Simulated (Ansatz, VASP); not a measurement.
## One calculation of YMg2O2, two programs

```
CELL_PARAMETERS angstrom
-2.72112 2.72112 2.59102
2.72112 -2.72112 2.59102
2.72112 2.72112 -2.59102
ATOMIC_POSITIONS crystal
Y 0.50000 0.50000 0.00000
Mg 0.50000 0.00000 0.50000
Mg 0.00000 0.50000 0.50000
O 0.87230 0.87230 0.00000
O 0.12770 0.12770 0.00000
```

Alike in both runs: task relaxation of cell and atoms; functional PBE; k mesh 4 × 4 × 4; occupations gaussian, width 0.1 eV; no spin polarisation.

```csv
,VASP,Ansatz
version,VASP 6.6.1,Ansatz 0.2.0
potentials or method,"VASP PAW PBE potentials, release 64 (Y_sv, Mg, O), cutoff 600 eV","scalar-relativistic, plane waves, PAW"
valence electrons in the cell,27,43
```

```csv
,VASP,Ansatz,Ansatz less VASP
"gap on the k mesh at the Fermi level, each at its own relaxed structure (eV)",none,none,-
relaxed volume (Å³/atom),23.72,24.65,+0.934
relaxed cell length with the largest relative difference (Å),5.391,5.469,+0.0783
```

A gap of «none» marks a metal or a gap that the smearing closes. VASP's potentials hold 27 valence electrons a cell and Ansatz's 43, so a difference there can come from the potentials and not from the codes.

The k mesh is coarse, so the values compare programs but aren't converged. Noted on VASP's run: the volume moved by over 15 % at a fixed basis, so the end points are rough.
